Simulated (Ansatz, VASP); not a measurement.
## YS in VASP and in Ansatz

```xyz
2
Lattice="0.0000 2.7618 2.7618 2.7618 0.0000 2.7618 2.7618 2.7618 0.0000" Properties=species:S:1:pos:R:3 pbc="T T T"
Y     2.7618    2.7618    2.7618
S     0.0000    0.0000    0.0000
```

Change from the starting cell: volume scaled by 1.02, crystal datasets.

Alike in both runs: task electric field gradients; functional LDA; k mesh 8 × 8 × 8; occupations fermi-dirac, width 0.01 eV; no spin polarisation.

|  | VASP | Ansatz |
| --- | --- | --- |
| version | VASP 6.6.1 | Ansatz 0.2.0 |
| potentials or method | VASP PAW LDA potentials, release 64 (Y_sv, S), cutoff 520 eV | all-electron PAW with datasets made for the crystal, scalar-relativistic |

Ansatz gave:

```
pressure (GPa) : -5.6
```

**Question.** Estimate VASP's values.

**Answer.** Pressure (GPa): -5.5.

LDA's correlation is that of Perdew and Zunger in VASP and of Perdew and Wang (1992) in Ansatz. Ansatz ran all-electron here, and VASP with PAW potentials.
